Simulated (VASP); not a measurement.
# CuO2 (Cmcm) in VASP: single point with PBEsol+U

Aim: the single point of CuO2 with PBEsol+U.

All numbers are computed with VASP 6.6.1; they aren't measurements. Logs are shortened: lines on timing, memory, paths and dates and some standing lists are left out, and cuts for length are marked.

## (1) The cell of the first run

Symmetry: Cmcm, No. 63, orthorhombic system. The conventional cell has a = 2.825 Å, b = 10.421 Å, c = 4.343 Å, α = 90.00°, β = 90.00°, γ = 90.00°. Cu (site symmetry m2m) has 6 O at 1.86 to 2.22 Å within 2.5 Å. Within 2.5 Å of O (site symmetry m2m) lie 2 Cu at 1.86 Å and 3 O at 2.42 to 2.47 Å. O (site symmetry m2m) has 4 Cu at 1.90 to 2.22 Å and 1 O at 2.47 Å within 2.5 Å.

## (2) Single point, PBEsol+U

Input file INCAR:

```
PREC = Accurate
ENCUT = 520
EDIFF = 1E-6
ISMEAR = 0
SIGMA = 0.05
LREAL = F
LASPH = T
NELM = 150
ALGO = Normal
ISIF = 2
LWAVE = F
LCHARG = F
LMAXMIX = 4
LDAU = T
LDAUTYPE = 2
LDAUL = 2 -1
LDAUU = 4 0
LDAUJ = 0 0
LDAUPRINT = 1
GGA = PS
NBANDS = 32
```

Input file KPOINTS:

```
Automatic mesh
0
Gamma
  14 14 8
```

Input file POSCAR:

```
CuO2
1.0
    1.4126150000     -5.2107470000      0.0000000000
    1.4126150000      5.2107470000      0.0000000000
    0.0000000000      0.0000000000      4.3434240000
Cu O
2 4
Direct
    0.8327470000      0.1672530000      0.2500000000
    0.1672530000      0.8327470000      0.7500000000
    0.4485140000      0.5514860000      0.2500000000
    0.5514860000      0.4485140000      0.7500000000
    0.2110300000      0.7889700000      0.2500000000
    0.7889700000      0.2110300000      0.7500000000
```

Potentials or basis: VASP PAW PBE potentials, release 64 (Cu, O).

Started as:

```sh
> cat potpaw_PBE.64/Cu/POTCAR potpaw_PBE.64/O/POTCAR > POTCAR
> mpirun -np 1 vasp_std > vasp.out
```

OUTCAR:

```text
PREC = Accurate
   ENCUT = 520
   EDIFF = 1E-6
   ISMEAR = 0
   LREAL = F
   LASPH = T
   NELM = 150
   ISIF = 2
   GGA = PS

 ion  position               nearest neighbor table
   1  0.833  0.167  0.250-   3 1.86   3 1.86   5 1.90   5 1.90   6 2.22   6 2.22
   2  0.167  0.833  0.750-   4 1.86   4 1.86   6 1.90   6 1.90   5 2.22   5 2.22
   3  0.449  0.551  0.250-   1 1.86   1 1.86
   4  0.551  0.449  0.750-   2 1.86   2 1.86
   5  0.211  0.789  0.250-   1 1.90   1 1.90   2 2.22   2 2.22
   6  0.789  0.211  0.750-   2 1.90   2 1.90   1 2.22   1 2.22

  LATTYP: Found a base centered orthorhombic cell.
 ALAT       =     2.8252300000
 B/A-ratio  =     3.6887241039
 C/A-ratio  =     1.5373700548

  Lattice vectors:

 A1 = (   1.4126150000,  -5.2107470000,   0.0000000000)
 A2 = (   1.4126150000,   5.2107470000,   0.0000000000)
 A3 = (   0.0000000000,   0.0000000000,   4.3434240000)

Analysis of symmetry for initial positions (statically):
=====================================================================
 Subroutine PRICEL returns:
 Original cell was already a primitive cell.

 Routine SETGRP: Setting up the symmetry group for a
 base centered orthorhombic supercell.

 Subroutine GETGRP returns: Found  8 space group operations
 (whereof  4 operations were pure point group operations)
 out of a pool of  8 trial point group operations.

The static configuration has the point symmetry C_2h.
 The point group associated with its full space group is D_2h.

Analysis of symmetry for dynamics (positions and initial velocities):
=====================================================================
 Subroutine PRICEL returns:
 Original cell was already a primitive cell.

 Routine SETGRP: Setting up the symmetry group for a
 base centered orthorhombic supercell.

 Subroutine GETGRP returns: Found  8 space group operations
 (whereof  4 operations were pure point group operations)
 out of a pool of  8 trial point group operations.

The dynamic configuration has the point symmetry C_2h.
 The point group associated with its full space group is D_2h.

 Subroutine INISYM returns: Found  8 space group operations
 (whereof  4 operations are pure point group operations),
 and found     1 'primitive' translations

----------------------------------------------------------------------------------------

                                     Primitive cell

  volume of cell :      63.9420

  direct lattice vectors                    reciprocal lattice vectors
     1.412615000 -5.210747000  0.000000000     0.353953483 -0.095955532  0.000000000
     1.412615000  5.210747000  0.000000000     0.353953483  0.095955532  0.000000000
     0.000000000  0.000000000  4.343424000     0.000000000  0.000000000  0.230233106

  length of vectors
     5.398830006  5.398830006  4.343424000     0.366729509  0.366729509  0.230233106

  position of ions in fractional coordinates (direct lattice)
     0.832747000  0.167253000  0.250000000
     0.167253000  0.832747000  0.750000000
     0.448514000  0.551486000  0.250000000
     0.551486000  0.448514000  0.750000000
     0.211030000  0.788970000  0.250000000
     0.788970000  0.211030000  0.750000000

  ion indices of the primitive-cell ions
[... 104 lines left out ...]
 LDA+U is selected, type is set to LDAUTYPE =  2
   angular momentum for each species LDAUL =     2   -1
   U (eV)           for each species LDAUU =   4.0  0.0
   J (eV)           for each species LDAUJ =   0.0  0.0
   GGA     = PS    functional components
   LHFCALC =     F    Hartree Fock is set to
   AEXX    =    0.0000 exact exchange contribution
   IVDW    =     0    specifies the selected vdW correction
   LEPSILON=     F    determine dielectric tensor
   LRPA    =     F    only Hartree local field effects (RPA)
 non-spin polarized calculation
 Gauss-broadening in eV      SIGMA  =   0.05
  energy-cutoff  :      520.00
  volume of cell :       63.94
 maximum number of plane-waves:      1742
   NGX = 21   NGY = 21   NGZ = 17

atom =   1  type =  1  l = 2

 onsite density matrix

spin component  1

  0.7070 -0.0000 -0.0000 -0.0000 -0.0000
 -0.0000  0.9645  0.0000 -0.0000  0.0000
 -0.0000  0.0000  0.9263  0.0000  0.0046
 -0.0000 -0.0000  0.0000  0.9632 -0.0000
 -0.0000  0.0000  0.0046 -0.0000  0.9816

spin component  2

  0.7070 -0.0000 -0.0000 -0.0000 -0.0000
 -0.0000  0.9645  0.0000 -0.0000  0.0000
 -0.0000  0.0000  0.9263  0.0000  0.0046
 -0.0000 -0.0000  0.0000  0.9632 -0.0000
 -0.0000  0.0000  0.0046 -0.0000  0.9816

 occupancies and eigenvectors

  o =  0.7070  v =  1.0000  0.0000  0.0000  0.0000  0.0000  0.0000  0.0000  0.0000  0.0000  0.0000      0.0000  0.0000  0.0000  0.0000  0.0000  0.0000  0.0000  0.0000  0.0000  0.0000
  o =  0.7070  v =  0.0000  0.0000  0.0000  0.0000  0.0000  1.0000  0.0000  0.0000  0.0000  0.0000      0.0000  0.0000  0.0000  0.0000  0.0000  0.0000  0.0000  0.0000  0.0000  0.0000
  o =  0.9259  v =  0.0000  0.0000  0.9966 -0.0000 -0.0825  0.0000  0.0000  0.0000  0.0000  0.0000      0.0000  0.0000  0.0000  0.0000  0.0000  0.0000  0.0000  0.0000  0.0000  0.0000
  o =  0.9259  v =  0.0000  0.0000  0.0000  0.0000  0.0000  0.0000  0.0000  0.9966 -0.0000 -0.0825      0.0000  0.0000  0.0000  0.0000  0.0000  0.0000  0.0000  0.0000  0.0000  0.0000
  o =  0.9632  v =  0.0000 -0.0000  0.0000  1.0000  0.0000  0.0000  0.0000  0.0000  0.0000  0.0000      0.0000  0.0000  0.0000  0.0000  0.0000  0.0000  0.0000  0.0000  0.0000  0.0000
  o =  0.9632  v =  0.0000  0.0000  0.0000  0.0000  0.0000  0.0000 -0.0000  0.0000  1.0000  0.0000      0.0000  0.0000  0.0000  0.0000  0.0000  0.0000  0.0000  0.0000  0.0000  0.0000
  o =  0.9645  v =  0.0000 -1.0000  0.0000 -0.0000  0.0000  0.0000  0.0000  0.0000  0.0000  0.0000      0.0000  0.0000  0.0000  0.0000  0.0000  0.0000  0.0000  0.0000  0.0000  0.0000
  o =  0.9645  v =  0.0000  0.0000  0.0000  0.0000  0.0000  0.0000 -1.0000  0.0000 -0.0000  0.0000      0.0000  0.0000  0.0000  0.0000  0.0000  0.0000  0.0000  0.0000  0.0000  0.0000
  o =  0.9820  v =  0.0000  0.0000  0.0000  0.0000  0.0000  0.0000  0.0000  0.0825 -0.0000  0.9966      0.0000  0.0000  0.0000  0.0000  0.0000  0.0000  0.0000  0.0000  0.0000  0.0000
  o =  0.9820  v =  0.0000  0.0000  0.0825 -0.0000  0.9966  0.0000  0.0000  0.0000  0.0000  0.0000      0.0000  0.0000  0.0000  0.0000  0.0000  0.0000  0.0000  0.0000  0.0000  0.0000

atom =   2  type =  1  l = 2

 onsite density matrix

spin component  1

  0.7070 -0.0000 -0.0000  0.0000 -0.0000
 -0.0000  0.9645 -0.0000 -0.0000  0.0000
 -0.0000 -0.0000  0.9263  0.0000  0.0046
  0.0000 -0.0000  0.0000  0.9632 -0.0000
 -0.0000  0.0000  0.0046 -0.0000  0.9816

spin component  2

  0.7070 -0.0000 -0.0000  0.0000 -0.0000
 -0.0000  0.9645 -0.0000 -0.0000  0.0000
 -0.0000 -0.0000  0.9263  0.0000  0.0046
  0.0000 -0.0000  0.0000  0.9632 -0.0000
 -0.0000  0.0000  0.0046 -0.0000  0.9816

 occupancies and eigenvectors

  o =  0.7070  v =  1.0000  0.0000  0.0000  0.0000  0.0000  0.0000  0.0000  0.0000  0.0000  0.0000      0.0000  0.0000  0.0000  0.0000  0.0000  0.0000  0.0000  0.0000  0.0000  0.0000
  o =  0.7070  v =  0.0000  0.0000  0.0000  0.0000  0.0000  1.0000  0.0000  0.0000  0.0000  0.0000      0.0000  0.0000  0.0000  0.0000  0.0000  0.0000  0.0000  0.0000  0.0000  0.0000
  o =  0.9259  v =  0.0000  0.0000  0.9966  0.0000 -0.0825  0.0000  0.0000  0.0000  0.0000  0.0000      0.0000  0.0000  0.0000  0.0000  0.0000  0.0000  0.0000  0.0000  0.0000  0.0000
  o =  0.9259  v =  0.0000  0.0000  0.0000  0.0000  0.0000  0.0000  0.0000  0.9966  0.0000 -0.0825      0.0000  0.0000  0.0000  0.0000  0.0000  0.0000  0.0000  0.0000  0.0000  0.0000
  o =  0.9632  v =  0.0000  0.0000  0.0000 -1.0000  0.0000  0.0000  0.0000  0.0000  0.0000  0.0000      0.0000  0.0000  0.0000  0.0000  0.0000  0.0000  0.0000  0.0000  0.0000  0.0000
  o =  0.9632  v =  0.0000  0.0000  0.0000  0.0000  0.0000  0.0000  0.0000  0.0000 -1.0000  0.0000      0.0000  0.0000  0.0000  0.0000  0.0000  0.0000  0.0000  0.0000  0.0000  0.0000
  o =  0.9645  v =  0.0000 -1.0000  0.0000 -0.0000  0.0000  0.0000  0.0000  0.0000  0.0000  0.0000      0.0000  0.0000  0.0000  0.0000  0.0000  0.0000  0.0000  0.0000  0.0000  0.0000
  o =  0.9645  v =  0.0000  0.0000  0.0000  0.0000  0.0000  0.0000 -1.0000  0.0000 -0.0000  0.0000      0.0000  0.0000  0.0000  0.0000  0.0000  0.0000  0.0000  0.0000  0.0000  0.0000
  o =  0.9820  v =  0.0000  0.0000  0.0825  0.0000  0.9966  0.0000  0.0000  0.0000  0.0000  0.0000      0.0000  0.0000  0.0000  0.0000  0.0000  0.0000  0.0000  0.0000  0.0000  0.0000
  o =  0.9820  v =  0.0000  0.0000  0.0000  0.0000  0.0000  0.0000  0.0000  0.0825  0.0000  0.9966      0.0000  0.0000  0.0000  0.0000  0.0000  0.0000  0.0000  0.0000  0.0000  0.0000

 number of electron      45.9999979 magnetization

 Free energy of the ion-electron system (eV)
  ---------------------------------------------------
  ext. energy  EPLUGINS =         0.00000000
  ---------------------------------------------------
  free energy    TOTEN  =       -26.59088867 eV

  energy without entropy =      -26.58432611  energy(sigma->0) =      -26.58760739

 E-fermi :   2.1230     XC(G=0): -11.2031

 val. band max:        2.1155317155   @ k =  -0.4286   0.3571   0.5000
 cond. band min:       2.1235441322   @ k =   0.0714   0.0714   0.1250
 fundamental gap:      0.0080124167
 Fermi energy:         2.1229737237

 k-point     1 :       0.0000    0.0000    0.0000
  band No.  band energies     occupation
      1     -16.7674      2.00000
      2     -15.3186      2.00000
      3     -15.1385      2.00000
      4     -14.4750      2.00000
      5      -4.3081      2.00000
      6      -4.1966      2.00000
[... 829 lines left out ...]
     31      15.6944      0.00000
     32      16.0043      0.00000

 [... further k-points ...]
[... 5 lines left out ...]
  --------------------------------------------------------------------------------------
  -------------------------------------------------------------------------------------
  Total       -5.0554477     -3.9800250     -2.9736595      0.0000000      0.0000000      0.0000000
  in kB     -126.6730357    -99.7264500    -74.5102117      0.0000000      0.0000000      0.0000000
  external PRESSURE =    -100.3032324 kB  Pullay stress =       0.0000000 kB

 VOLUME and BASIS-vectors are now :
 -----------------------------------------------------------------------------
  energy-cutoff  :      520.00
  volume of cell :       63.94
      direct lattice vectors                 reciprocal lattice vectors
     1.412615000 -5.210747000  0.000000000     0.353953483 -0.095955532  0.000000000
     1.412615000  5.210747000  0.000000000     0.353953483  0.095955532  0.000000000
     0.000000000  0.000000000  4.343424000     0.000000000  0.000000000  0.230233106

 POSITION                                       TOTAL-FORCE (eV/Angst)
 -----------------------------------------------------------------------------------
      1.41261     -3.46772      1.08586         0.000000      0.152647     -0.000000
      1.41261      3.46772      3.25757         0.000000     -0.152647      0.000000
      1.41261      0.53656      1.08586         0.000000      0.185391     -0.000000
      1.41261     -0.53656      3.25757         0.000000     -0.185391      0.000000
      1.41261      3.01150      1.08586         0.000000     -0.689682     -0.000000
      1.41261     -3.01150      3.25757         0.000000      0.689682     -0.000000
 -----------------------------------------------------------------------------------
    total drift:                               -0.000000      0.000000     -0.000000

  FREE ENERGIE OF THE ION-ELECTRON SYSTEM (eV)
  ---------------------------------------------------
  free  energy   TOTEN  =       -26.5908886708 eV

  energy  without entropy=      -26.5843261112  energy(sigma->0) =      -26.58760739
```

It took 16 min on 1 thread of Oxide Virtual Turin-like, shared host; peak memory 0.52 GiB.

Results:

```yaml
Free_energy: -26.5909 eV
Pressure: -10.0 GPa
Largest_force: 0.690 eV/Å
Band_gap_on_the_k_mesh: zero (bands 23 and 24 overlap by 0.44 eV)
```

Forces in eV/Å, atoms in the order of the input:
```
Cu   0.000  0.153  0.000
Cu   0.000 -0.153  0.000
O    0.000  0.185  0.000
O    0.000 -0.185  0.000
O    0.000 -0.690  0.000
O    0.000  0.690  0.000
```

Eigenvalues of the final occupation matrices:
| site | spin | trace | eigenvalues |
| --- | --- | --- | --- |
| site 1 d | 1 | 4.54 | 0.71 0.93 0.96 0.96 0.98 |
| site 1 d | 2 | 4.54 | 0.71 0.93 0.96 0.96 0.98 |
| site 2 d | 1 | 4.54 | 0.71 0.93 0.96 0.96 0.98 |
| site 2 d | 2 | 4.54 | 0.71 0.93 0.96 0.96 0.98 |

Caveat: the stress differs along the axes, from -13 to -7 GPa; the PAW data sets were made with another functional, which shifts forces and pressure a little; U without spin polarisation on a metal has little footing.
